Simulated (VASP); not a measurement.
# P in VASP: notebook

P is run at these levels: PBE+D3(BJ); tasks: single point.

All numbers are computed with VASP 6.6.1; they aren't measurements. Logs are shortened: lines on timing, memory, paths and dates and some standing lists are left out, and cuts for length are marked.

## (1) The cell of the first run

The cell holds a slab with vacuum, 8 atoms: a = 3.296 Å, b = 4.439 Å, c = 21.746 Å, α = 90.00°, β = 90.00°, γ = 90.00°.

## (2) Single point, PBE+D3(BJ) (layers slid over each other)

INCAR reads:

```
SYSTEM = P
PREC     = Accurate       ! precision mode
ENCUT    = 520            ! plane-wave cutoff, eV
EDIFF    = 1E-6           ! SCF threshold, eV
ISMEAR   = 0              ! smearing method
SIGMA    = 0.05           ! smearing width, eV
LREAL    = .False.        ! projectors in reciprocal space
LASPH    = .True.         ! aspherical terms in the spheres
NELM     = 60             ! most SCF steps
ALGO     = Normal         ! electronic algorithm
ISIF     = 2              ! what is computed and relaxed
LWAVE    = .False.        ! write WAVECAR
LCHARG   = .False.        ! write CHGCAR
LDIPOL   = .True.       
IDIPOL   = 3            
DIPOL    = 0.5 0.5 0.373
GGA      = PE             ! functional
IVDW     = 12             ! dispersion correction
NBANDS   = 30             ! bands
```

KPOINTS reads:

```
Automatic mesh
0
Gamma
  8 6 1
  0 0 0
```

POSCAR reads:

```
P
1.0
    3.2961869271      0.0000000000      0.0000000000
    0.0000000000      4.4391555608      0.0000000000
    0.0000000000      0.0000000000     21.7461973993
P
8
Direct
    0.5000000000      0.9174951521      0.2069327302
    0.0000000000      0.5825048479      0.2069327302
    0.5000000000      0.0825048479      0.3045635326
    0.0000000000      0.4174951521      0.3045635326
    0.6250000000      0.2075048479      0.4406792840
    0.1250000000     -0.1274854563      0.4406792840
    0.6250000000     -0.6274854563      0.5383100863
    0.1250000000     -0.2924951521      0.5383100863
```

Potentials or basis: VASP PAW PBE potentials, release 64 (P).

Run with:

```sh
$ cat potpaw_PBE.64/P/POTCAR > POTCAR
$ mpirun -np 1 vasp_std > vasp.out
```

OUTCAR:

```text
SYSTEM = P
   PREC = Accurate
   ENCUT = 520
   EDIFF = 1E-6
   ISMEAR = 0
   LREAL = .False.
   LASPH = .True.
   NELM = 60
   ISIF = 2
   GGA = PE
   IVDW = 12
 IVDW          = 12

 ion  position               nearest neighbor table
   1  0.500  0.917  0.207-   2 2.22   2 2.22   3 2.25
   2  0.000  0.583  0.207-   1 2.22   1 2.22   4 2.25
   3  0.500  0.083  0.305-   4 2.22   4 2.22   1 2.25
   4  0.000  0.417  0.305-   3 2.22   3 2.22   2 2.25
   5  0.625  0.208  0.441-   6 2.22   6 2.22   7 2.25
   6  0.125  0.873  0.441-   5 2.22   5 2.22   8 2.25
   7  0.625  0.373  0.538-   8 2.22   8 2.22   5 2.25
   8  0.125  0.708  0.538-   7 2.22   7 2.22   6 2.25

  LATTYP: Found a simple orthorhombic cell.
 ALAT       =     3.2961869271
 B/A-ratio  =     1.3467547985
 C/A-ratio  =     6.5973799060

  Lattice vectors:

 A1 = (   3.2961869271,   0.0000000000,   0.0000000000)
 A2 = (   0.0000000000,   4.4391555608,   0.0000000000)
 A3 = (   0.0000000000,   0.0000000000,  21.7461973993)

Analysis of symmetry for initial positions (statically):
=====================================================================
 Subroutine PRICEL returns:
 Original cell was already a primitive cell.

 Routine SETGRP: Setting up the symmetry group for a
 simple orthorhombic supercell.

 Subroutine GETGRP returns: Found  2 space group operations
 (whereof  1 operations were pure point group operations)
 out of a pool of  8 trial point group operations.

The static configuration has the point symmetry C_1 .
 The point group associated with its full space group is S_2 .

Analysis of symmetry for dynamics (positions and initial velocities):
=====================================================================
 Subroutine PRICEL returns:
 Original cell was already a primitive cell.

 Routine SETGRP: Setting up the symmetry group for a
 simple orthorhombic supercell.

 Subroutine GETGRP returns: Found  2 space group operations
 (whereof  1 operations were pure point group operations)
 out of a pool of  8 trial point group operations.

The dynamic configuration has the point symmetry C_1 .
 The point group associated with its full space group is S_2 .

 Subroutine INISYM returns: Found  2 space group operations
 (whereof  1 operations are pure point group operations),
 and found     1 'primitive' translations

----------------------------------------------------------------------------------------

                                     Primitive cell

[... 116 lines left out ...]
   EFERMI =   0.00;   METHOD = LEGACY
   ISMEAR =     0;   SIGMA  =   0.05  broadening in eV -4-tet -1-fermi 0-gaus
   EFERMI_NEDOS =   21; number of points for ismear=-14 and -15
   IALGO  =     38    algorithm
   IMIX   =      4    mixing-type and parameters
     AMIX     =   0.40;   BMIX     =  1.00
     AMIX_MAG =   1.60;   BMIX_MAG =  1.00
  volume/ion in A,a.u.               =      39.77       268.41
  Fermi-wavevector in a.u.,A,eV,Ry     =   0.820093  1.549751  9.150628  0.672552
  Thomas-Fermi vector in A             =   1.931014
   LORBIT       =      0    0 simple, 1 ext, 2 COOP (PROOUT), +10 PAW based schemes
   GGA     = PE    functional components
   LHFCALC =     F    Hartree Fock is set to
   AEXX    =    0.0000 exact exchange contribution
   IVDW    =    12    specifies the selected vdW correction
   LEPSILON=     F    determine dielectric tensor
   LRPA    =     F    only Hartree local field effects (RPA)
 non-spin polarized calculation
 Gauss-broadening in eV      SIGMA  =   0.05
  energy-cutoff  :      520.00
  volume of cell :      318.20
 maximum number of plane-waves:      8606
 NGX is ok and might be reduce to    28
   NGX = 13   NGY = 17   NGZ = 81

 dipolmoment           0.000000      0.000000      0.000042 electrons x Angstroem

 number of electron      39.9999998 magnetization

 dipolmoment           0.000000      0.000000     -0.000009 electrons x Angstroem

 Free energy of the ion-electron system (eV)
  ---------------------------------------------------
  ext. energy  EPLUGINS =         0.00000000
  ---------------------------------------------------
  free energy    TOTEN  =       -42.82819264 eV

  energy without entropy =      -42.82819264  energy(sigma->0) =      -42.82819264

 E-fermi :   0.4045     XC(G=0):  -5.1857

 val. band max:        0.1628501704   @ k =   0.0000   0.3333   0.0000
 cond. band min:       0.9981002357   @ k =   0.0000   0.0000   0.0000
 fundamental gap:      0.8352500653
 Fermi energy:         0.4044981174

 k-point     1 :       0.0000    0.0000    0.0000
  band No.  band energies     occupation
      1     -14.9857      2.00000
      2     -14.7804      2.00000
      3     -12.5188      2.00000
      4     -12.0536      2.00000
      5      -8.7441      2.00000
      6      -8.7319      2.00000
[... 781 lines left out ...]
     29       5.8645      0.00000
     30       5.9236      0.00000

 [... further k-points ...]

------------------------ aborting loop because EDIFF is reached ----------------------------------------

 vacuum level on the upper side and lower side of the slab       (xc-potential included)        -0.193        -0.196

 Edisp (eV)   -2.46898

 E8    (eV) :    -0.9670

  FORCE on cell =-STRESS in cart. coord.  units (eV):
  Direction    XX          YY          ZZ          XY          YZ          ZX
  --------------------------------------------------------------------------------------
  -------------------------------------------------------------------------------------
  Total      -0.89903    -0.84486     0.86720     0.18436     0.26567    -0.38526
  in kB      -4.52680    -4.25401     4.36653     0.92831     1.33769    -1.93987
  external pressure =       -1.47 kB  Pullay stress =        0.00 kB

 VOLUME and BASIS-vectors are now :
 -----------------------------------------------------------------------------
  energy-cutoff  :      520.00
  volume of cell :      318.20
      direct lattice vectors                 reciprocal lattice vectors
     3.296186927  0.000000000  0.000000000     0.303380853  0.000000000  0.000000000
     0.000000000  4.439155561  0.000000000     0.000000000  0.225268069  0.000000000
     0.000000000  0.000000000 21.746197399     0.000000000  0.000000000  0.045985051

 POSITION                                       TOTAL-FORCE (eV/Angst)
 -----------------------------------------------------------------------------------
      1.64809      4.07290      4.50000         0.000034     -0.112425     -0.025609
      0.00000      2.58583      4.50000         0.027892      0.025623     -0.069437
      1.64809      0.36625      6.62310         0.052828     -0.029865     -0.063830
      0.00000      1.85333      6.62310         0.009325      0.151223     -0.014207
      2.06012      0.92115      9.58310        -0.052828      0.029865      0.063830
      0.41202      3.87323      9.58310        -0.009325     -0.151223      0.014207
      2.06012      1.65365     11.70620        -0.000034      0.112425      0.025609
      0.41202      3.14072     11.70620        -0.027892     -0.025623      0.069437
 -----------------------------------------------------------------------------------
    total drift:                               -0.000000     -0.000006     -0.000168

  FREE ENERGIE OF THE ION-ELECTRON SYSTEM (eV)
  ---------------------------------------------------
  free  energy   TOTEN  =       -45.2971683265 eV

  energy  without entropy=      -45.2971683265  energy(sigma->0) =      -45.29716833

 vacuum level on the upper side and lower side of the slab         5.160         5.158
```

stdout:

```text
POSCAR found type information on POSCAR P
 POSCAR found :  1 types and       8 ions
 scaLAPACK will be used
 LDA part: xc-table for (Slater+PW92), standard interpolation
 POSCAR, INCAR and KPOINTS ok, starting setup
 FFT: planning ... GRIDC
 FFT: planning ... GRID_SOFT
 FFT: planning ... GRID
 WAVECAR not read
 entering main loop
```

Run time: 3.6 min. Hardware: 1 thread of AMD EPYC 9R45 (Zen 5), shared host; peak memory 0.42 GiB.

Results:

| Quantity | Value |
| --- | --- |
| Free energy | -45.2972 eV |
| Largest force | 0.152 eV/Å |
| Band gap on the k mesh | 0.84 eV (least direct gap 0.90 eV) |
| Dispersion energy per atom | -0.309 eV |

Forces on the atoms (eV/Å):
```
P    0.000 -0.112 -0.026
P    0.028  0.026 -0.069
P    0.053 -0.030 -0.064
P    0.009  0.151 -0.014
P   -0.053  0.030  0.064
P   -0.009 -0.151  0.014
P    0.000  0.112  0.026
P   -0.028 -0.026  0.069
```

Caveat: the cell differs from its parent crystal (layers slid over each other).

(Continued in part 2 of 2.)
